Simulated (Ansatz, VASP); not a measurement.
**Two plane-wave programs on TlV2**

```
V Tl
1.0
     0.00000    3.70449    3.70449
     3.70449    0.00000    3.70449
     3.70449    3.70449    0.00000
V Tl
4 2
Direct
  0.62500 0.62500 0.62500
  0.12500 0.62500 0.62500
  0.62500 0.62500 0.12500
  0.62500 0.12500 0.62500
  0.00000 0.00000 0.00000
  0.25000 0.25000 0.25000
```

Alike in both runs: functional PBE; k mesh 4 × 4 × 4; occupations gaussian, width 0.1 eV; collinear spin.

Ansatz relaxed the structure, and its values are those at the end. VASP's run is a single point on that final structure, the one shown.

|  | VASP | Ansatz |
| --- | --- | --- |
| version | VASP 6.6.1 | Ansatz 0.2.0 |
| potentials or method | VASP PAW PBE potentials, release 64 (V_sv, Tl_d), cutoff 520 eV | scalar-relativistic, plane waves, PAW |
| valence electrons in the cell | 78 | 78 |

Ansatz gave:

| Quantity | Value |
| --- | --- |
| gap on the k mesh at the Fermi level (eV) | none |
| pressure (GPa) | 0.0 |
| net moment per atom (μB) | 0.00 |

Q: Which values does VASP return?

A: gap on the k mesh at the Fermi level (eV): none; pressure (GPa): 0.1; net moment per atom (μB): 0.00.

A gap of «none» marks a metal or a gap that the smearing closes. Ansatz's warnings: seeded moment not kept.

The k mesh is coarse, so the values compare programs but aren't converged. Neither program's run includes spin-orbit coupling.
